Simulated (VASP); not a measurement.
# Si62P (a cell with a defect) in VASP: single point with LDA

Aim: the single point of Si62P (a cell with a defect) with LDA.

All numbers are computed with VASP 6.6.1; they aren't measurements. Logs are shortened: lines on timing, memory, paths and dates and some standing lists are left out, and cuts for length are marked.

**1. The cell of the first run**

The cell holds a defect, 63 atoms: a = 10.860 Å, b = 10.860 Å, c = 10.860 Å, α = 90.00°, β = 90.00°, γ = 90.00°.

**2. Single point, LDA, collinear spin**

INCAR reads:

```
SYSTEM = Si62P
PREC = Accurate
ENCUT = 520
EDIFF = 1E-6
ISMEAR = 0
SIGMA = 0.02
LREAL = Auto
LASPH = .True.
NELM = 150
ALGO = Normal
ISIF = 2
LWAVE = .False.
LCHARG = .False.
ISPIN = 2
MAGMOM = 0 0 0 0 0 0 0 0 0 0 0 0 0 0 0 0 0 0 0 0 0 0 0 0 0 0 0 0 0 0 0 0 0 0.11 0 0 0 0 0 0 0 0 0 0 0 0 0 0 0 0 0 0 0 0 0 0 0 0 0 0 0 0 0
LORBIT = 11
GGA = CA
NBANDS = 168
LUSENCCL = .False.
```

KPOINTS reads:

```
Automatic mesh
0
Gamma
  1 1 1
  0 0 0
```

POSCAR reads:

```
Si62P
1.0
   10.8600000000      0.0000000000      0.0000000000
    0.0000000000     10.8600000000      0.0000000000
    0.0000000000      0.0000000000     10.8600000000
Si P
62 1
Direct
    0.5113406077      0.0009664825      0.0138312155
    0.7499825046      0.2561301105     -0.0087892265
    0.8717053407      0.3733576427      0.1234737569
    0.8613281768      0.1237128913      0.3638826888
   -0.0016955801     -0.0002679558      0.0018368324
    0.1255605893      0.1245888582      0.1248302947
    0.2545421731      0.2481055249      0.0021934622
    0.3921997238      0.3570475138      0.1292802026
    0.5020316759      0.4957164825      0.0026388582
    0.6246444751      0.6252454880      0.1262229282
    0.7514465930      0.7510216390      0.0032290976
    0.8840333333      0.8679431860      0.1247950276
    0.2495754144     -0.0005615101      0.2509692449
    0.3691752302      0.1242054328      0.3823943831
    0.5157548803      0.2262599448      0.2628908840
    0.6250370166      0.3750435543      0.3782944751
    0.7488420810      0.4992359116      0.2503181400
    0.8724367403      0.6286804788      0.3730154696
    0.4926813076      0.0002266114      0.5058967772
    0.6240569982      0.1250362799      0.6255150092
    0.7494642726      0.2489906077      0.4992561694
    0.8794363720      0.3729031308      0.6254367403
    0.7502570902     -0.0001157459      0.7494335175
    0.8732343462      0.1246900552      0.8767776243
   -0.0001325046      0.4985495396     -0.0005093923
    0.1340525783      0.6183298343      0.1228662983
    0.2496595764      0.7515322284     -0.0043755985
    0.3758395028      0.8755269797      0.1255602210
   -0.0048514733      0.2467883978      0.2471165746
    0.1208976980      0.3765872928      0.3718697053
    0.2595656538      0.4895310313      0.2469467772
    0.3733091160      0.6229774401      0.3765717311
    0.4967962247      0.7495377532      0.2500583794
    0.6122698895      0.8981880295      0.3593801105
   -0.0071062615      0.0019807551      0.4921600368
    0.1241211786      0.1246600368      0.6227508287
    0.2444742173      0.2553384899      0.4997522099
    0.3744298343      0.3744889503      0.6269505525
    0.4985570902      0.5015554328      0.5018144567
    0.6282473297      0.6349081952      0.6156296501
    0.7457547882      0.7673524862      0.4828261510
    0.8728314917      0.8763682320      0.6204316759
    0.2523731123     -0.0002034070      0.7509763352
    0.3829101289      0.1225496317      0.8822035912
    0.5005565378      0.2497942910      0.7518145488
    0.6276150092      0.3811790055      0.8687056169
    0.7522858195      0.5061011050      0.7411516575
    0.8756524862      0.6259741252      0.8752618785
    0.0063819521      0.7432213628      0.2474278085
    0.1231918969      0.8747167587      0.3744325967
   -0.0028805709      0.5022067219      0.4984731123
    0.1241272560      0.6245587477      0.6253140884
    0.2480148250      0.7500015654      0.5005852670
    0.3752491713      0.8690760589      0.6305751381
    0.0021415285      0.2473985267      0.7523276243
    0.1276174033      0.3736593923      0.8775312155
    0.2497484346      0.4999521179      0.7508699816
    0.3766104052      0.6222233886      0.8779318600
    0.5031739411      0.7478710866      0.7541368324
    0.6278918969      0.8777607735      0.8798505525
   -0.0024941068      0.7508912523      0.7474265193
    0.1227613260      0.8770680479      0.8729326888
    0.6601679558      0.0624228361      0.2150383057
```

Potentials or basis: VASP PAW LDA potentials, release 64 (Si, P).

The run is started by

```sh
cat potpaw_LDA.64/Si/POTCAR potpaw_LDA.64/P/POTCAR > POTCAR
mpirun -np 1 vasp_gam > vasp.out
```

OUTCAR:

```text
SYSTEM = Si62P
   PREC = Accurate
   ENCUT = 520
   EDIFF = 1E-6
   ISMEAR = 0
   LREAL = Auto
   LASPH = .True.
   NELM = 150
   ISIF = 2
   ISPIN = 2
   LORBIT = 11
   GGA = CA

 ion  position               nearest neighbor table
   1  0.511  0.001  0.014-  28 2.34  60 2.35  44 2.39  63 2.80
   2  0.750  0.256  0.991-  24 2.32  46 2.32   3 2.33
   3  0.872  0.373  0.123-   2 2.33  29 2.34  17 2.36  25 2.37
   4  0.861  0.124  0.364-  21 2.34  29 2.35  35 2.39  63 2.80
   5  0.998  1.000  0.002-  12 2.32  24 2.35   6 2.35  62 2.36
   6  0.126  0.125  0.125-  29 2.35   5 2.35   7 2.35  13 2.35
   7  0.255  0.248  0.002-  44 2.35   6 2.35   8 2.35  56 2.36
   8  0.392  0.357  0.129-   7 2.35   9 2.36  31 2.40  15 2.43
   9  0.502  0.496  0.003-  46 2.35  10 2.36  58 2.36   8 2.36
  10  0.625  0.625  0.126-  17 2.35  11 2.36   9 2.36  33 2.36
  11  0.751  0.751  0.003-  12 2.33  60 2.34  10 2.36  48 2.37
  12  0.884  0.868  0.125-   5 2.32  49 2.32  11 2.33
  13  0.250  0.999  0.251-  50 2.35   6 2.35  28 2.35  14 2.36
  14  0.369  0.124  0.382-  19 2.33  15 2.33  37 2.34  13 2.36
  15  0.516  0.226  0.263-  14 2.33  16 2.36  63 2.43   8 2.43
  16  0.625  0.375  0.378-  21 2.33  17 2.36  39 2.36  15 2.36
  17  0.749  0.499  0.250-  10 2.35   3 2.36  18 2.36  16 2.36
  18  0.872  0.629  0.373-  49 2.35  17 2.36  51 2.36  41 2.36
[... 43 lines left out ...]
  62  0.123  0.877  0.873-  43 2.35  27 2.35   5 2.36  61 2.36
  63  0.660  0.062  0.215-  15 2.43  34 2.43   4 2.80   1 2.80

  LATTYP: Found a simple cubic cell.
 ALAT       =    10.8600000000

  Lattice vectors:

 A1 = (  10.8600000000,   0.0000000000,   0.0000000000)
 A2 = (   0.0000000000,  10.8600000000,   0.0000000000)
 A3 = (   0.0000000000,   0.0000000000,  10.8600000000)

Analysis of symmetry for initial positions (statically):
=====================================================================
 Subroutine PRICEL returns:
 Original cell was already a primitive cell.

 Routine SETGRP: Setting up the symmetry group for a
 simple cubic supercell.

 Subroutine GETGRP returns: Found  1 space group operations
 (whereof  1 operations were pure point group operations)
 out of a pool of 48 trial point group operations.

The static configuration has the point symmetry C_1 .

Analysis of symmetry for dynamics (positions and initial velocities):
=====================================================================
 Subroutine PRICEL returns:
 Original cell was already a primitive cell.

 Routine SETGRP: Setting up the symmetry group for a
 simple cubic supercell.

 Subroutine GETGRP returns: Found  1 space group operations
 (whereof  1 operations were pure point group operations)
 out of a pool of 48 trial point group operations.

The dynamic configuration has the point symmetry C_1 .

Analysis of structural, dynamic, and magnetic symmetry:
=====================================================================
 Subroutine PRICEL returns:
 Original cell was already a primitive cell.

 Routine SETGRP: Setting up the symmetry group for a
 simple cubic supercell.

 Subroutine GETGRP returns: Found  1 space group operations
 (whereof  1 operations were pure point group operations)
 out of a pool of 48 trial point group operations.

The overall configuration has the point symmetry C_1 .

 Subroutine INISYM returns: Found  1 space group operations
 (whereof  1 operations are pure point group operations),
 and found     1 'primitive' translations

----------------------------------------------------------------------------------------

                                     Primitive cell

  volume of cell :    1280.8241

  direct lattice vectors                    reciprocal lattice vectors
    10.860000000  0.000000000  0.000000000     0.092081031  0.000000000  0.000000000
     0.000000000 10.860000000  0.000000000     0.000000000  0.092081031  0.000000000
     0.000000000  0.000000000 10.860000000     0.000000000  0.000000000  0.092081031
[... 179 lines left out ...]
   LASPH  =      T    aspherical Exc in radial PAW
   ENCUT  =  520.0 eV  38.22 Ry    6.18 a.u.  20.19 20.19 20.19*2*pi/ulx,y,z
   NELM   =    150;   NELMIN=  2; NELMDL= -5     # of ELM steps
   EDIFF  = 0.1E-05   stopping-criterion for ELM
   LREAL  =      T    real-space projection
   EDIFFG = 0.1E-04   stopping-criterion for IOM
   NSW    =      0    number of steps for IOM
   IBRION =     -1    ionic relax: 0-MD 1-quasi-New 2-CG
   NFREE  =      0    steps in history (QN), initial steepest desc. (CG)
   ISIF   =      2    stress and relaxation
   ISYM   =      2    0-nonsym 1-usesym 2-fastsym
   POTIM  = 0.5000    time-step for ionic-motion
   TEBEG  =    0.0;   TEEND  =   0.0 temperature during run
   PSTRESS=    0.0 pullay stress
   NELECT =     253.0000    total number of electrons
   NUPDOWN=      -1.0000    fix difference up-down
   EMIN   =  10.00;   EMAX   =-10.00  energy-range for DOS
   EFERMI =   0.00;   METHOD = LEGACY
   ISMEAR =     0;   SIGMA  =   0.02  broadening in eV -4-tet -1-fermi 0-gaus
   EFERMI_NEDOS =   21; number of points for ismear=-14 and -15
   IALGO  =     38    algorithm
   IMIX   =      4    mixing-type and parameters
     AMIX     =   0.40;   BMIX     =  1.00
     AMIX_MAG =   1.60;   BMIX_MAG =  1.00
  volume/ion in A,a.u.               =      20.33       137.20
  Fermi-wavevector in a.u.,A,eV,Ry     =   0.953422  1.801706 12.367880  0.909014
  Thomas-Fermi vector in A             =   2.082076
   LORBIT       =     11    0 simple, 1 ext, 2 COOP (PROOUT), +10 PAW based schemes
   GGA     = CA    functional components
   LHFCALC =     F    Hartree Fock is set to
   AEXX    =    0.0000 exact exchange contribution
   IVDW    =     0    specifies the selected vdW correction
   LEPSILON=     F    determine dielectric tensor
   LRPA    =     F    only Hartree local field effects (RPA)
 spin polarized calculation
 Gauss-broadening in eV      SIGMA  =   0.02
  energy-cutoff  :      520.00
  volume of cell :     1280.82
 maximum number of plane-waves:     17229
 NGX is ok and might be reduce to    84
   NGX = 41   NGY = 41   NGZ = 41

 number of electron     252.9999996 magnetization       0.9997725

 Free energy of the ion-electron system (eV)
  ---------------------------------------------------
  ext. energy  EPLUGINS =         0.00000000
  ---------------------------------------------------
  free energy    TOTEN  =      -365.16879076 eV

  energy without entropy =     -365.16869594  energy(sigma->0) =     -365.16874335

 E-fermi :   5.9403     XC(G=0):  -9.5505

 val. band max:        5.8965791766   @ k =   0.0000   0.0000   0.0000
 cond. band min:       5.9840246619   @ k =   0.0000   0.0000   0.0000
 fundamental gap:      0.0874454853
 Fermi energy:         5.9403019193

 spin component 1

 k-point     1 :       0.0000    0.0000    0.0000
  band No.  band energies     occupation
      1      -6.3101      1.00000
      2      -5.5451      1.00000
      3      -5.2246      1.00000
      4      -5.1950      1.00000
      5      -5.1944      1.00000
      6      -5.1634      1.00000
[... 130 lines left out ...]
    137       6.7445      0.00000
    138       6.7719      0.00000
 Fermi energy:         5.9403019193

 spin component 2

 k-point     1 :       0.0000    0.0000    0.0000
  band No.  band energies     occupation
      1      -6.2971      1.00000
      2      -5.5240      1.00000
      3      -5.2141      1.00000
      4      -5.1842      1.00000
      5      -5.1837      1.00000
      6      -5.1469      1.00000
[... 130 lines left out ...]
    137       6.7558      0.00000
    138       6.7835      0.00000
 [bands above 138 left out]

------------------------ aborting loop because EDIFF is reached ----------------------------------------

  FORCE on cell =-STRESS in cart. coord.  units (eV):
  Direction    XX          YY          ZZ          XY          YZ          ZX
  --------------------------------------------------------------------------------------
  -------------------------------------------------------------------------------------
  Total      -16.1481657    -17.2840410    -16.1226115     -1.4319582     -1.3828704     -6.2734849
  in kB      -20.1996713    -21.6205329    -20.1677058     -1.7912304     -1.7298266     -7.8474755
  external PRESSURE =     -20.6626367 kB  Pullay stress =       0.0000000 kB

 VOLUME and BASIS-vectors are now :
 -----------------------------------------------------------------------------
  energy-cutoff  :      520.00
  volume of cell :     1280.82
      direct lattice vectors                 reciprocal lattice vectors
    10.860000000  0.000000000  0.000000000     0.092081031  0.000000000  0.000000000
     0.000000000 10.860000000  0.000000000     0.000000000  0.092081031  0.000000000
     0.000000000  0.000000000 10.860000000     0.000000000  0.000000000  0.092081031

 POSITION                                       TOTAL-FORCE (eV/Angst)
 -----------------------------------------------------------------------------------
      5.55316      0.01050      0.15021         0.002719      0.000418      0.000145
      8.14481      2.78157     10.76455        -0.003503     -0.000814      0.001766
      9.46672      4.05466      1.34092         0.003674      0.003180     -0.000087
      9.35402      1.34352      3.95177        -0.006010     -0.006230     -0.004357
     10.84159     10.85709      0.01995         0.000512      0.000253     -0.004023
      1.36359      1.35304      1.35566         0.001850      0.002427      0.000082
[... 55 lines left out ...]
      1.33319      9.52496      9.48005         0.001332     -0.000779      0.001016
      7.16942      0.67791      2.33532        -0.003448     -0.009634      0.002258
 -----------------------------------------------------------------------------------
    total drift:                               -0.011596      0.009248      0.014903

  FREE ENERGIE OF THE ION-ELECTRON SYSTEM (eV)
  ---------------------------------------------------
  free  energy   TOTEN  =      -365.1687907573 eV

  energy  without entropy=     -365.1686959423  energy(sigma->0) =     -365.16874335

 total charge

# of ion       s       p       d       tot
------------------------------------------
    1        0.771   0.862   0.000   1.633
    2        0.776   0.899   0.000   1.676
    3        0.748   0.953   0.000   1.701
    4        0.771   0.863   0.000   1.633
    5        0.748   0.959   0.000   1.707
    6        0.746   0.963   0.000   1.709
[... 55 lines left out ...]
   62        0.750   0.951   0.000   1.701
   63        1.136   1.270   0.000   2.407
--------------------------------------------------
tot         47.685  59.923   0.000 107.608

 magnetization (x)

# of ion       s       p       d       tot
------------------------------------------
    1       -0.000  -0.002   0.000  -0.002
    2        0.007   0.056   0.000   0.064
    3       -0.000   0.005   0.000   0.005
    4       -0.000  -0.002   0.000  -0.002
    5        0.000   0.005   0.000   0.005
    6       -0.000   0.001   0.000   0.001
[... 55 lines left out ...]
   62        0.000   0.005   0.000   0.006
   63       -0.003   0.018   0.000   0.016
--------------------------------------------------
tot          0.051   0.287   0.000   0.338
```

Wall time 36 s (1 × NVIDIA H100 80GB with 1 thread of AMD EPYC 7R13 (Zen 3), shared host); peak memory 1.9 GiB.

Results:

- Free energy: -365.1688 eV
- Pressure: -2.1 GPa
- Largest force: 0.014 eV/Å
- Net moment: 1.00 μB per cell
- Site moments: Si -0.00, +0.06, +0.01, +0.00 (each value once); P +0.02 μB
- Valence electrons inside the program's atomic spheres: Si 1.63, 1.68, 1.70, 1.71, 1.67, 1.72, 1.65, 1.69 (each value once); P 2.41

Forces in eV/Å, atoms in the order of the input:
```
Si   0.003  0.000  0.000
Si  -0.004 -0.001  0.002
Si   0.004  0.003  0.000
Si  -0.006 -0.006 -0.004
Si   0.001  0.000 -0.004
Si   0.002  0.002  0.000
Si   0.000 -0.001  0.000
Si   0.004 -0.001  0.002
Si  -0.002  0.001 -0.001
Si   0.000 -0.001  0.002
Si   0.003  0.003  0.003
Si  -0.008  0.007  0.001
Si  -0.002  0.000 -0.002
Si  -0.002 -0.002  0.005
Si   0.008 -0.001  0.000
Si   0.000  0.000 -0.001
Si   0.001  0.000  0.000
Si   0.002 -0.001  0.002
Si  -0.003  0.002  0.004
Si  -0.001  0.001 -0.001
Si  -0.003  0.004  0.007
Si   0.000 -0.001 -0.001
Si   0.002 -0.001 -0.003
Si   0.000  0.000  0.001
Si  -0.002  0.002  0.000
Si   0.000 -0.001  0.001
Si   0.000  0.006 -0.004
Si   0.000  0.000  0.002
Si   0.001  0.001 -0.004
Si   0.000 -0.002  0.002
Si  -0.002  0.000 -0.004
Si   0.002  0.002  0.001
Si  -0.004 -0.005 -0.003
Si   0.000  0.011 -0.009
Si   0.003 -0.002  0.003
Si   0.000  0.001 -0.002
Si  -0.001  0.002  0.001
Si   0.001 -0.002  0.002
Si   0.000  0.000  0.000
Si  -0.006  0.002 -0.003
Si   0.007 -0.002  0.001
Si   0.004 -0.001  0.001
Si  -0.002  0.000  0.001
Si   0.002  0.004 -0.002
Si  -0.001  0.002 -0.003
Si  -0.001 -0.003  0.001
Si   0.003 -0.002 -0.001
Si   0.001 -0.001  0.002
Si   0.003 -0.003  0.002
Si   0.000 -0.001  0.003
Si  -0.004  0.002  0.000
Si  -0.001 -0.001  0.001
Si   0.003  0.001  0.000
Si   0.001 -0.001 -0.001
Si   0.001 -0.002  0.002
Si   0.001  0.001 -0.001
Si  -0.003 -0.001  0.002
Si  -0.001  0.000 -0.001
Si   0.001  0.000  0.002
Si  -0.001 -0.005  0.000
Si  -0.003  0.000 -0.004
Si   0.001 -0.001  0.001
P   -0.003 -0.010  0.002
```

Stress tensor (GPa, compression positive):
```
-2.02 -0.18 -0.78
-0.18 -2.16 -0.17
-0.78 -0.17 -2.02
```

Levels at points of the mesh, in eV from the Fermi level:
Spin up:
```csv
k point,band 124,band 125,band 126,band 127,band 128,band 129,band 130,band 131
"(0.00, 0.00, 0.00)",-0.72,-0.71,-0.21,-0.04,0.16,0.19,0.35,0.36
```
Spin down:
| k point | band 124 | band 125 | band 126 | band 127 | band 128 | band 129 |
| --- | --- | --- | --- | --- | --- | --- |
| (0.00, 0.00, 0.00) | -0.72 | -0.67 | -0.17 | 0.04 | 0.19 | 0.20 |

Caveat: the k points lie up to 0.58 Å⁻¹ apart.
